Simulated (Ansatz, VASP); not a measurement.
Ru in VASP and in Ansatz

INCAR

```
SYSTEM = Ru
ALGO = Normal
DIPOL = 0.5 0.5 0.500
EDIFF = 1E-7
ENCUT = 520
GGA = PE
IDIPOL = 3
ISIF = 2
ISMEAR = 0
LASPH = .True.
LCHARG = .False.
LDIPOL = .True.
LREAL = .False.
LWAVE = .False.
NBANDS = 43
NELM = 80
PREC = Accurate
SIGMA = 0.1
```

Contents of KPOINTS:

```
k-points
0
Gamma
  15 15 1
  0 0 0
```

The input POSCAR:

```
Ru
1.0
    2.7200250909      0.0000000000      0.0000000000
   -1.3600125454      2.3556108276      0.0000000000
    0.0000000000      0.0000000000     30.5935389932
Ru
5
Direct
    0.3333333333      0.6666666667      0.3595530417
    0.6666666667      0.3333333333      0.4297765208
    0.3333333333      0.6666666667      0.5000000000
    0.6666666667      0.3333333333      0.5702234792
    0.3333333333      0.6666666667      0.6404469583
```

Input for Ansatz:

```yaml
crystal:
  lattice:
    - [2.7200250909, 0.0, 0.0]
    - [-1.3600125454, 2.3556108276, 0.0]
    - [0.0, 0.0, 30.5935389932]
  atoms:
    - { symbol: Ru, position: [0.3333333333, 0.6666666667, 0.3595530417] }
    - { symbol: Ru, position: [0.6666666667, 0.3333333333, 0.4297765208] }
    - { symbol: Ru, position: [0.3333333333, 0.6666666667, 0.5] }
    - { symbol: Ru, position: [0.6666666667, 0.3333333333, 0.5702234792] }
    - { symbol: Ru, position: [0.3333333333, 0.6666666667, 0.6404469583] }
basis:
  ecutwfc: 420
kpoints:
  mp_grid: { grid: [15, 15, 1] }
hamiltonian:
  xc: pbe
scf:
  occupations: { method: gaussian, width: 0.1 }
output:
  forces: true
  stress: true
  eigenvalues: true
  write_density: true
  write_potential: true
  elf: true
  volumetric_format: npy
efield:
  axis: 3
  dipole_correction: true
  ramp_width: 0.04
```

Alike in both runs: task single point; functional PBE; k mesh 15 × 15 × 1; occupations gaussian, width 0.1 eV; no spin polarisation.

```csv
,VASP,Ansatz
version,VASP 6.6.1,Ansatz 0.2.0
potentials or method,"VASP PAW PBE potentials, release 64 (Ru_pv), cutoff 520 eV","scalar-relativistic, plane waves, PAW"
valence electrons in the cell,70,80
```

|  | VASP | Ansatz | Ansatz less VASP |
| --- | --- | --- | --- |
| gap on the k mesh at the Fermi level (eV) | none | none | - |
| rms of the force components (eV/Å) | 0.361 | 0.362 | +0.0010 |

Atom by atom the forces differ by 0.002 eV/Å (rms over components). A gap of «none» marks a metal or a gap that the smearing closes. VASP's potentials hold 70 valence electrons a cell and Ansatz's 80, so a difference there can come from the potentials and not from the codes. Ansatz's warnings: xc potential rough in thin density.
